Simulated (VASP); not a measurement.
Wanted: the native input for a VASP 6.6.1 run.

* Task: single point
* Functional: r2SCAN
* Potentials or basis: VASP PAW PBE potentials, release 64 (Ag)
* Cutoff: 520 eV
* k mesh: 18 × 18 × 18
* Occupations: gaussian, width 0.1 eV
* Spin: no spin polarisation
* Dipole correction: no
* Further INCAR settings: ALGO = Normal; EDIFF = 1e-06; NBANDS = 12

Ag:

```
CELL_PARAMETERS angstrom
-1.69741 1.69741 1.51345
1.69741 -1.69741 1.51345
1.69741 1.69741 -1.51345
ATOMIC_POSITIONS crystal
Ag 0.00000 0.00000 0.00000
```

The input as run:

POSCAR

```
Ag
1.0
   -1.6974079301      1.6974079301      1.5134496557
    1.6974079301     -1.6974079301      1.5134496557
    1.6974079301      1.6974079301     -1.5134496557
Ag
1
Direct
    0.0000000000      0.0000000000      0.0000000000
```

INCAR.step1

```
SYSTEM = Ag
ALGO = Normal ; EDIFF = 1E-4
ENCUT = 520 ; GGA = PE
ISMEAR = 0 ; LASPH = .True.
LCHARG = .False. ; LREAL = .False.
LWAVE = .True. ; NBANDS = 12
NELM = 80 ; PREC = Accurate
SIGMA = 0.1
```

INCAR.step2

```
SYSTEM = Ag
ALGO = Normal ; EDIFF = 1E-6
ENCUT = 520 ; ISIF = 2
ISMEAR = 0 ; ISTART = 1
LASPH = .True. ; LCHARG = .False.
LMIXTAU = .True. ; LREAL = .False.
LWAVE = .False. ; METAGGA = R2SCAN
NBANDS = 12 ; NELM = 80
PREC = Accurate ; SIGMA = 0.1
```

KPOINTS

```
k-points
0
Gamma
  18 18 18
  0 0 0
```

Potentials or basis: VASP PAW PBE potentials, release 64 (Ag).

Command:

```console
$ cat potpaw_PBE.64/Ag/POTCAR > POTCAR
$ cp INCAR.step1 INCAR
$ mpirun -np 1 vasp_std > vasp.out
$ cp INCAR.step2 INCAR
$ mpirun -np 1 vasp_std > vasp.out
```

Results of the run:

| Item | Value |
| --- | --- |
| Pressure | 0.2 GPa |
| Band gap on the k mesh | zero (an odd number of electrons rules out a gap without spin polarisation) |

Caveat: the PAW data sets were made with another functional, which shifts forces and pressure a little.

Wall time 5.1 min on 1 thread of Intel Xeon 8259CL, with other jobs on the host, peak memory 0.23 GiB.
